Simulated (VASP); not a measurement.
# Cd (P6_3/mmc) in VASP: further runs

Runs on Cd. Level: PBE. Tasks: single point.

Everything below comes from runs of VASP 6.6.1. Logs are shortened: lines on timing, memory, paths and dates and some standing lists are left out, and cuts for length are marked.

## 1. The cell of the first run

It takes space group P6_3/mmc (No. 194, hexagonal). Conventional cell: a = 2.890 Å, b = 2.890 Å, c = 4.699 Å, α = 90.00°, β = 90.00°, γ = 120.00°. Cd (site symmetry -6m2) has 12 Cd at 2.88 to 2.89 Å within 3.8 Å.

## 2. Single point, PBE

Contents of INCAR:

```
PREC = Accurate ; ENCUT = 520
EDIFF = 1E-7 ; ISMEAR = -1
SIGMA = 0.08 ; LREAL = F
LASPH = T ; NELM = 80
ALGO = Normal ; ISIF = 2
LWAVE = F ; LCHARG = T
GGA = PE ; LELF = T
LVHAR = T ; NBANDS = 19
```

Contents of KPOINTS:

```
Automatic mesh
0
Gamma
  15 15 8
```

Contents of POSCAR:

```
Cd
1.0
    2.8895617792      0.0000000000      0.0000000000
   -1.4447808896      2.5024339066      0.0000000000
    0.0000000000      0.0000000000      4.6985340192
Cd
2
Direct
    0.3333333333      0.6666666667      0.2500000000
    0.6666666667      0.3333333333      0.7500000000
```

Potentials or basis: VASP PAW PBE potentials, release 64 (Cd).

Command:

```sh
$ cat potpaw_PBE.64/Cd/POTCAR > POTCAR
$ mpirun -np 1 vasp_std > vasp.out
```

OUTCAR:

```text
PREC = Accurate
   ENCUT = 520
   EDIFF = 1E-7
   ISMEAR = -1
   LREAL = F
   LASPH = T
   NELM = 80
   ISIF = 2
   GGA = PE

 ion  position               nearest neighbor table
   1  0.333  0.667  0.250-   2 2.88   2 2.88   2 2.88   2 2.88   2 2.88   2 2.88
   2  0.667  0.333  0.750-   1 2.88   1 2.88   1 2.88   1 2.88   1 2.88   1 2.88

  LATTYP: Found a hexagonal cell.
 ALAT       =     2.8895617792
 C/A-ratio  =     1.6260368797

  Lattice vectors:

 A1 = (   2.8895617792,   0.0000000000,   0.0000000000)
 A2 = (  -1.4447808896,   2.5024339066,   0.0000000000)
 A3 = (   0.0000000000,   0.0000000000,   4.6985340192)

Analysis of symmetry for initial positions (statically):
=====================================================================
 Subroutine PRICEL returns:
 Original cell was already a primitive cell.

 Routine SETGRP: Setting up the symmetry group for a
 hexagonal supercell.

 Subroutine GETGRP returns: Found 24 space group operations
 (whereof 12 operations were pure point group operations)
 out of a pool of 24 trial point group operations.

The static configuration has the point symmetry D_3d.
 The point group associated with its full space group is D_6h.

Analysis of symmetry for dynamics (positions and initial velocities):
=====================================================================
 Subroutine PRICEL returns:
 Original cell was already a primitive cell.

 Routine SETGRP: Setting up the symmetry group for a
 hexagonal supercell.

 Subroutine GETGRP returns: Found 24 space group operations
 (whereof 12 operations were pure point group operations)
 out of a pool of 24 trial point group operations.

The dynamic configuration has the point symmetry D_3d.
 The point group associated with its full space group is D_6h.

 Subroutine INISYM returns: Found 24 space group operations
 (whereof 12 operations are pure point group operations),
 and found     1 'primitive' translations

----------------------------------------------------------------------------------------

                                     Primitive cell

  volume of cell :      33.9748

  direct lattice vectors                    reciprocal lattice vectors
     2.889561779  0.000000000  0.000000000     0.346073238  0.199805477  0.000000000
    -1.444780890  2.502433907  0.000000000     0.000000000  0.399610954  0.000000000
     0.000000000  0.000000000  4.698534019     0.000000000  0.000000000  0.212832342

  length of vectors
     2.889561779  2.889561779  4.698534019     0.399610954  0.399610954  0.212832342

  position of ions in fractional coordinates (direct lattice)
     0.333333333  0.666666667  0.250000000
     0.666666667  0.333333333  0.750000000

  ion indices of the primitive-cell ions
   primitive index   ion index
                 1           1
                 2           2

----------------------------------------------------------------------------------------

 KPOINTS: Automatic mesh

Automatic generation of k-mesh.
 Grid dimensions read from file:
 generate k-points for:   15   15    8

 Generating k-lattice:

  Cartesian coordinates                     Fractional coordinates (reciprocal lattice)
     0.023071549  0.013320365  0.000000000     0.066666667  0.000000000  0.000000000
     0.000000000  0.026640730  0.000000000     0.000000000  0.066666667  0.000000000
     0.000000000  0.000000000  0.026604043     0.000000000  0.000000000  0.125000000

  Length of vectors
     0.026640730  0.026640730  0.026604043

  Shift w.r.t. Gamma in fractional coordinates (k-lattice)
     0.000000000  0.000000000  0.000000000

 Subroutine IBZKPT returns following result:
 ===========================================

 Found    135 irreducible k-points:

 Following reciprocal coordinates:
            Coordinates               Weight
  0.000000  0.000000  0.000000      1.000000
  0.066667 -0.000000  0.000000      6.000000
  0.133333 -0.000000  0.000000      6.000000
  0.200000 -0.000000  0.000000      6.000000
  0.266667 -0.000000  0.000000      6.000000
  0.333333 -0.000000  0.000000      6.000000
[... 16 lines left out ...]
  0.333333  0.200000  0.000000     12.000000
  0.400000  0.200000  0.000000      6.000000
 [... further k-points ...]
   k-points           NKPTS =    135   k-points in BZ     NKDIM =    135   number of bands    NBANDS=     19
   number of dos      NEDOS =    301   number of ions     NIONS =      2
   total plane-waves  NPLWV =  20736
   dimension x,y,z NGX =    24 NGY =   24 NGZ =   36
   dimension x,y,z NGXF=    48 NGYF=   48 NGZF=   72
   ions per type =               2
   NGX,Y,Z   is equivalent  to a cutoff of  13.81, 13.81, 12.74 a.u.
   NGXF,Y,Z  is equivalent  to a cutoff of  27.62, 27.62, 25.48 a.u.
 SYSTEM =  unknown system
   PREC   = accura    normal or accurate (medium, high low for compatibility)
   ISTART =      0    job   : 0-new  1-cont  2-samecut
   ICHARG =      2    charge: 1-file 2-atom 10-const
   ISPIN  =      1    spin polarized calculation?
   LNONCOLLINEAR =      F non collinear calculations
   LSORBIT =      F    spin-orbit coupling
   LASPH  =      T    aspherical Exc in radial PAW
   ENCUT  =  520.0 eV  38.22 Ry    6.18 a.u.   5.37  5.37  8.74*2*pi/ulx,y,z
   NELM   =     80;   NELMIN=  2; NELMDL= -5     # of ELM steps
   EDIFF  = 0.1E-06   stopping-criterion for ELM
   LREAL  =      F    real-space projection
   EDIFFG = 0.1E-05   stopping-criterion for IOM
   NSW    =      0    number of steps for IOM
   IBRION =     -1    ionic relax: 0-MD 1-quasi-New 2-CG
   NFREE  =      0    steps in history (QN), initial steepest desc. (CG)
   ISIF   =      2    stress and relaxation
   ISYM   =      2    0-nonsym 1-usesym 2-fastsym
   POTIM  = 0.5000    time-step for ionic-motion
   TEBEG  =    0.0;   TEEND  =   0.0 temperature during run
   PSTRESS=    0.0 pullay stress
   NELECT =      24.0000    total number of electrons
   NUPDOWN=      -1.0000    fix difference up-down
   EMIN   =  10.00;   EMAX   =-10.00  energy-range for DOS
   EFERMI =   0.00;   METHOD = LEGACY
   ISMEAR =    -1;   SIGMA  =   0.08  broadening in eV -4-tet -1-fermi 0-gaus
   EFERMI_NEDOS =   21; number of points for ismear=-14 and -15
   IALGO  =     38    algorithm
   IMIX   =      4    mixing-type and parameters
     AMIX     =   0.40;   BMIX     =  1.00
     AMIX_MAG =   1.60;   BMIX_MAG =  1.00
  volume/ion in A,a.u.               =      16.99       114.64
  Fermi-wavevector in a.u.,A,eV,Ry     =   1.458007  2.755234 28.923050  2.125784
  Thomas-Fermi vector in A             =   2.574742
   LORBIT       =      0    0 simple, 1 ext, 2 COOP (PROOUT), +10 PAW based schemes
   GGA     = PE    functional components
   LHFCALC =     F    Hartree Fock is set to
   AEXX    =    0.0000 exact exchange contribution
   IVDW    =     0    specifies the selected vdW correction
   LEPSILON=     F    determine dielectric tensor
   LRPA    =     F    only Hartree local field effects (RPA)
 non-spin polarized calculation
  energy-cutoff  :      520.00
  volume of cell :       33.97
 maximum number of plane-waves:       954
 NGX is ok and might be reduce to    24

 number of electron      24.0000009 magnetization

 Free energy of the ion-electron system (eV)
  ---------------------------------------------------
  ext. energy  EPLUGINS =         0.00000000
  ---------------------------------------------------
  free energy    TOTEN  =        -0.72953522 eV

  energy without entropy =       -0.72136160  energy(sigma->0) =       -0.72544841

 E-fermi :   5.3572     XC(G=0): -12.3852

 val. band max:        5.3480682840   @ k =   0.4667  -0.0000   0.3750
 cond. band min:       5.4124333114   @ k =   0.0000   0.0000   0.1250
 fundamental gap:      0.0643650273
 Fermi energy:         5.3572047445

 k-point     1 :       0.0000    0.0000    0.0000
  band No.  band energies     occupation
      1      -6.0498      2.00000
      2      -5.9478      2.00000
      3      -5.0781      2.00000
      4      -5.0045      2.00000
      5      -5.0045      2.00000
      6      -4.8353      2.00000
[... 11 lines left out ...]
     18      21.1360      0.00000
     19      21.9820      0.00000

 k-point     2 :       0.0667   -0.0000    0.0000
  band No.  band energies     occupation
      1      -5.9994      2.00000
      2      -5.8303      2.00000
      3      -5.1327      2.00000
      4      -4.9534      2.00000
      5      -4.9458      2.00000
      6      -4.8462      2.00000
[... 11 lines left out ...]
     18      21.5606      0.00000
     19      23.0791      0.00000

 k-point     3 :       0.1333   -0.0000    0.0000
  band No.  band energies     occupation
      1      -5.8789      2.00000
      2      -5.5434      2.00000
      3      -5.1935      2.00000
      4      -4.8968      2.00000
      5      -4.8065      2.00000
      6      -4.7645      2.00000
[... 11 lines left out ...]
     18      21.6571      0.00000
     19      21.9753      0.00000

 k-point     4 :       0.2000   -0.0000    0.0000
  band No.  band energies     occupation
      1      -5.8000      2.00000
      2      -5.4194      2.00000
      3      -5.1056      2.00000
      4      -4.9950      2.00000
      5      -4.8194      2.00000
      6      -4.7921      2.00000
[... 11 lines left out ...]
     18      20.0435      0.00000
     19      21.3230      0.00000

 k-point     5 :       0.2667   -0.0000    0.0000
  band No.  band energies     occupation
      1      -5.8622      2.00000
      2      -5.4733      2.00000
      3      -5.2802      2.00000
      4      -4.9520      2.00000
      5      -4.8947      2.00000
      6      -4.6339      2.00000
[... 11 lines left out ...]
     18      18.5159      0.00000
     19      20.5276      0.00000
[... 334 lines left out ...]
      2      -5.5529      2.00000
      3      -5.5354      2.00000
      4      -5.0786      2.00000
      5      -4.7572      2.00000
      6      -4.7251      2.00000
[... 11 lines left out ...]
     18      16.5781      0.00000
     19      16.6218      0.00000

 k-point    22 :       0.2667    0.2000    0.0000
  band No.  band energies     occupation
      1      -5.7029      2.00000
      2      -5.6535      2.00000
      3      -5.4604      2.00000
      4      -5.1075      2.00000
      5      -4.7242      2.00000
      6      -4.6889      2.00000
[... 11 lines left out ...]
     18      15.9306      0.00000
     19      15.9701      0.00000

 k-point    23 :       0.3333    0.2000    0.0000
  band No.  band energies     occupation
      1      -5.8119      2.00000
      2      -5.7240      2.00000
      3      -5.4169      2.00000
      4      -5.1009      2.00000
      5      -4.7831      2.00000
      6      -4.6691      2.00000
[... 11 lines left out ...]
     18      15.5061      0.00000
     19      15.6706      0.00000

 k-point    24 :       0.4000    0.2000    0.0000
  band No.  band energies     occupation
      1      -5.8496      2.00000
      2      -5.7495      2.00000
      3      -5.4073      2.00000
      4      -5.0894      2.00000
      5      -4.8253      2.00000
      6      -4.6317      2.00000
[... 11 lines left out ...]
     18      15.3604      0.00000
     19      15.5709      0.00000

 [... further k-points ...]

------------------------ aborting loop because EDIFF is reached ----------------------------------------

  FORCE on cell =-STRESS in cart. coord.  units (eV):
  Direction    XX          YY          ZZ          XY          YZ          ZX
  --------------------------------------------------------------------------------------
  -------------------------------------------------------------------------------------
  Total        6.1106609      6.1106609      6.1423750      0.0000000      0.0000000      0.0000000
  in kB      288.1653692    288.1653692    289.6609373      0.0000000      0.0000000      0.0000000
  external PRESSURE =     288.6638919 kB  Pullay stress =       0.0000000 kB

 VOLUME and BASIS-vectors are now :
 -----------------------------------------------------------------------------
  energy-cutoff  :      520.00
  volume of cell :       33.97
      direct lattice vectors                 reciprocal lattice vectors
     2.889561779  0.000000000  0.000000000     0.346073238  0.199805477  0.000000000
    -1.444780890  2.502433907  0.000000000     0.000000000  0.399610954  0.000000000
     0.000000000  0.000000000  4.698534019     0.000000000  0.000000000  0.212832342

 POSITION                                       TOTAL-FORCE (eV/Angst)
 -----------------------------------------------------------------------------------
     -0.00000      1.66829      1.17463         0.000000      0.000000      0.000000
      1.44478      0.83414      3.52390        -0.000000      0.000000     -0.000000
 -----------------------------------------------------------------------------------
    total drift:                               -0.000000      0.000000      0.000000

  FREE ENERGIE OF THE ION-ELECTRON SYSTEM (eV)
  ---------------------------------------------------
  free  energy   TOTEN  =        -0.7295352192 eV

  energy  without entropy=       -0.7213615950  energy(sigma->0) =       -0.72544841
```

Wall time 54 s (1 thread of Intel Xeon 6975P-C (Granite Rapids), shared host); peak memory 0.2 GiB.

Results:

| Quantity | Value |
| --- | --- |
| Free energy | -0.7295 eV |
| Pressure | 28.9 GPa |
| Band gap on the k mesh | zero (band 12 reaches 6.68 eV, above the bottom of band 13 at 4.21 eV) |

Stress tensor (GPa, compression positive):
```
28.82  0.00  0.00
 0.00 28.82  0.00
 0.00  0.00 28.97
```

## 3. Single point, PBE

This run uses another cell than the first one, of 19.25 Å³/atom, 1.133 times its volume.

Contents of INCAR:

```
SYSTEM = Cd
PREC = Accurate
ENCUT = 520
EDIFF = 1E-6
ISMEAR = -1
SIGMA = 0.08
LREAL = .False.
LASPH = .True.
NELM = 80
ALGO = Normal
ISIF = 2
LWAVE = .False.
LCHARG = .False.
GGA = PE
NBANDS = 19
```

Contents of KPOINTS:

```
regular mesh
0
Gamma
  15 15 8
  0 0 0
```

Contents of POSCAR:

```
Cd
1.0
    3.0219781541      0.0000000000      0.0000000000
   -1.5109890770      2.6171098511      0.0000000000
    0.0000000000      0.0000000000      4.8685694024
Cd
2
Direct
    0.3333333333      0.6666666667      0.2500000000
    0.6666666667      0.3333333333      0.7500000000
```

Potentials or basis: VASP PAW PBE potentials, release 64 (Cd).

Command:

```sh
$ cat potpaw_PBE.64/Cd/POTCAR > POTCAR
$ mpirun -np 1 vasp_std > vasp.out
```

It took 47 s on 1 thread of Intel Xeon 6975P-C (Granite Rapids), shared host; peak memory 0.21 GiB.

The run converged. Its results:

| Item | Value |
| --- | --- |
| Free energy | -1.2687 eV |
| Pressure | 11.4 GPa |
| Band gap on the k mesh | zero (band 12 reaches 5.41 eV, above the bottom of band 13 at 2.90 eV) |

Levels at points of the mesh, in eV from the Fermi level:
| k point | band 8 | band 9 | band 10 | band 11 | band 12 | band 13 | band 14 | band 15 | band 16 | band 17 |
| --- | --- | --- | --- | --- | --- | --- | --- | --- | --- | --- |
| (0.00, 0.00, 0.00) | -9.43 | -9.43 | -8.79 | -8.79 | -3.03 | -1.17 | 13.23 | 13.23 | 13.27 | 15.09 |
| (0.00, 0.00, 0.50) | -8.99 | -8.99 | -8.99 | -8.00 | -8.00 | 6.89 | 6.89 | 13.64 | 13.64 | 14.53 |

## 4. Single point, PBE

Contents of INCAR:

```
  ALGO = Normal
  EDIFF = 1E-6
  ENCUT = 520
  GGA = PE
  ISIF = 2
  ISMEAR = -1
  LASPH = True
  LCHARG = True
  LELF = True
  LREAL = False
  LVHAR = True
  LWAVE = False
  NBANDS = 19
  NELM = 60
  PREC = Accurate
  SIGMA = 0.08
```

Contents of KPOINTS:

```
k-points
0
Gamma
  15 15 8
```

POSCAR is that of step 3.

Command:

```sh
$ cat potpaw_PBE.64/Cd/POTCAR > POTCAR
$ mpirun -np 1 vasp_std > vasp.out
```

It took 75 s on 1 thread of Oxide Virtual Turin-like, shared host; peak memory 0.18 GiB.

It converged, with:

```yaml
Free_energy: -1.2687 eV
Pressure: 11.4 GPa
Band_gap_on_the_k_mesh: zero (band 12 reaches 5.41 eV, above the bottom of band 13 at 2.90 eV)
```

Levels at points of the mesh, in eV from the Fermi level:
```
           k point  band 8  band 9  band 10  band 11  band 12  band 13  band 14  band 15  band 16  band 17
(0.00, 0.00, 0.00)   -9.43   -9.43    -8.79    -8.79    -3.03    -1.17    13.23    13.23    13.27    15.09
(0.00, 0.00, 0.50)   -8.99   -8.99    -8.99    -8.00    -8.00     6.89     6.89    13.64    13.64    14.53
```

(Part 1 of 2 ends here.)
